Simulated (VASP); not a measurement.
Runs of VASP 6.6.1 on P. The structure is that of space group R-3m (No. 166), or close to it. The cells are those of the table. 

```tsv
cell	gap on the mesh (eV)	pressure (GPa)	largest force (eV/Å)
a = 3.750 Å, angles 54.8°, 2 atoms	none	-1.0	0.16
a = 3.790 Å, angles 54.2°, 2 atoms	none	-1.9	0.33
a = 3.694 Å, angles 54.8°, 2 atoms	none	(a)	0.16
a = 3.631 Å, angles 56.7°, 2 atoms	none	2.2	0.30
a = 3.687 Å, angles 56.7°, 2 atoms	none	(b)	0.01
a = 3.734 Å, angles 54.2°, 2 atoms	none	2.4	0.01
```

Alike in all rows: task single point; level r2SCAN; potentials or basis VASP PAW PBE potentials, release 64 (P); no spin polarisation; k mesh 18 × 18 × 18; cutoff (eV) 520; smearing gaussian 0.15 eV.

Task: Fill in the values left out.

Result: (a) 3.5; (b) -2.1.

Caveats: the PAW data sets were made with another functional, which shifts forces and pressure a little; the cell stands under pressure (at least some runs).

A gap of «none» marks levels without a gap at the run's occupations.
